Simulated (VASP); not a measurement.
**Zn (a cell with a defect): single point with PBE+D3(BJ)**

The system is Zn (a cell with a defect).

```xyz
13
Lattice="5.3200 0.0000 0.0000 -3.9900 6.9109 0.0000 0.0000 0.0000 4.9370" Properties=species:S:1:pos:R:3 pbc="T T T"
Zn    0.1935   -0.1604   -0.0725
Zn   -0.0486    1.5405    2.0803
Zn   -1.3987    1.9586   -0.6189
Zn   -1.1877    3.9731    2.7597
Zn   -2.3955    4.3882    0.0336
Zn   -2.9151    5.7370    2.0841
Zn    2.8831   -0.1653    0.5908
Zn    2.8854    2.2054    1.6454
Zn    1.0738    2.2963   -0.0400
Zn    1.3169    3.7417    2.9139
Zn    0.2121    4.5729    0.4711
Zn    0.0067    6.1314    2.9276
Zn    2.0044    0.6562    3.2847
```

```
Program             : VASP 6.6.1
Task                : single point
Functional          : PBE
Dispersion          : D3(BJ)
Potentials or basis : VASP PAW PBE potentials, release 64 (Zn)
Cutoff              : 520 eV
k mesh              : 2 × 2 × 2
Occupations         : fermi-dirac, width 0.1 eV
Spin                : no spin polarisation
```

| Item | Value |
| --- | --- |
| Pressure | 7.6 GPa |
| Largest force | 0.041 eV/Å |
| Band gap on the k mesh | zero (band 78 reaches 6.68 eV, above the bottom of band 79 at 2.91 eV) |
| Dispersion energy per atom | -0.440 eV |

Forces on the atoms (eV/Å):
```
Zn  -0.003  0.011  0.012
Zn  -0.027  0.011 -0.015
Zn   0.006  0.007 -0.014
Zn   0.005  0.005 -0.022
Zn   0.020  0.006  0.018
Zn  -0.027 -0.018 -0.004
Zn  -0.001  0.008  0.018
Zn   0.030  0.024 -0.011
Zn  -0.015 -0.037  0.008
Zn   0.009 -0.003  0.015
Zn   0.006 -0.029  0.010
Zn   0.000  0.016 -0.017
Zn  -0.002 -0.002  0.002
```

Stress tensor (GPa, compression positive):
```
 3.99  4.79  0.58
 4.79  8.20  0.73
 0.58  0.73 10.54
```

Levels at points of the mesh, in eV from the Fermi level:
```csv
k point,band 75,band 76,band 77,band 78,band 79,band 80
"(0.00, 0.00, 0.00)",-1.18,-0.95,0.10,0.27,0.41,0.58
"(0.50, 0.00, 0.00)",-1.34,-1.18,-0.93,-0.84,-0.52,-0.15
"(0.00, 0.50, 0.00)",-2.64,-2.41,-2.22,-0.19,1.16,1.56
"(0.50, 0.50, 0.00)",-1.98,-0.53,0.04,0.42,0.86,1.48
"(0.00, 0.00, 0.50)",-2.51,-1.82,-1.60,-0.55,-0.34,1.61
"(0.50, 0.00, 0.50)",-1.24,-0.54,-0.52,1.07,1.45,1.84
"(0.00, 0.50, 0.50)",-1.89,-1.77,-1.72,-0.56,-0.34,-0.21
"(0.50, 0.50, 0.50)",-3.17,-2.74,-2.56,3.25,3.64,3.86
```

Run time: 3 min on 1 thread of Intel(R) Xeon(R) Platinum 8259CL CPU @ 2.50GHz (Skylake/Cascade Lake) (shared host), peak memory 0.33 GiB.

Caveat: the k points lie up to 0.68 Å⁻¹ apart.
